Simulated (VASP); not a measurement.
Wanted: the native input for a VASP 6.6.1 run.

```yaml
Task: single point
Functional: HSE06
Potentials_or_basis: VASP PAW PBE potentials, release 64 (Na_pv, F)
Cutoff: 520 eV
k_mesh: 6 × 6 × 6
Occupations: gaussian, width 0.01 eV
Spin: no spin polarisation
Dipole_correction: no
Grid_for_exact_exchange_PRECFOCK: Normal
Further_INCAR_settings: ALGO = Normal; EDIFF = 1e-07; NBANDS = 14
Share_of_exact_exchange: 0.25
Screening_parameter: 0.2079 1/Å
```

The system is NaF.

```xyz
2
Lattice="-0.1555 2.4889 2.4889 2.4889 -0.1555 2.4889 2.4889 2.4889 -0.1555" Properties=species:S:1:pos:R:3 pbc="T T T"
Na   -0.0348   -0.0348   -0.0348
F     1.2404    1.2404    1.2404
```

This cell differs from its parent crystal: epitaxial 111 strain +4.5%.

One way to write it, as run:

POSCAR

```
NaF
1.0
   -0.1554742633      2.4889344877      2.4889344877
    2.4889344877     -0.1554742633      2.4889344877
    2.4889344877      2.4889344877     -0.1554742633
Na F
1 1
Direct
   -0.0072222377     -0.0072222377     -0.0072222377
    0.2572222377      0.2572222377      0.2572222377
```

INCAR.step1

```
SYSTEM = NaF
PREC = Accurate
ENCUT = 520
EDIFF = 1E-5
ISMEAR = 0
SIGMA = 0.01
LREAL = .FALSE.
LASPH = .TRUE.
NELM = 100
ALGO = Normal
ISIF = 2
LWAVE = .TRUE.
NBANDS = 14
GGA = PE
```

INCAR.step2

```
SYSTEM = NaF
PREC = Accurate
ENCUT = 520
EDIFF = 1E-7
ISMEAR = 0
SIGMA = 0.01
LREAL = .FALSE.
LASPH = .TRUE.
NELM = 100
ALGO = Normal
ISIF = 2
LWAVE = .FALSE.
LCHARG = .TRUE.
GGA = PE
LHFCALC = .TRUE.
HFSCREEN = 0.2079
PRECFOCK = Normal
LELF = .TRUE.
LVHAR = .TRUE.
NBANDS = 14
ISTART = 1
```

KPOINTS

```
regular mesh
0
G
  6 6 6
  0 0 0
```

Potentials or basis: VASP PAW PBE potentials, release 64 (Na_pv, F).

Run with:

```console
$ cat potpaw_PBE.64/Na_pv/POTCAR potpaw_PBE.64/F/POTCAR > POTCAR
$ cp INCAR.step1 INCAR
$ mpirun -np 1 vasp_std > vasp.out
$ cp INCAR.step2 INCAR
$ mpirun -np 1 vasp_std > vasp.out
```

Results of the run:

```
Pressure               : -0.8 GPa
Band gap on the k mesh : 7.35 eV
```

Caveat: the cell differs from its parent crystal (epitaxial 111 strain +4.5%); the PAW data sets were made with another functional, which shifts forces and pressure a little.

Run time: 18 min on 1 thread of Intel(R) Xeon(R) 6975P-C (Granite Rapids), on a shared host, peak memory 0.26 GiB.
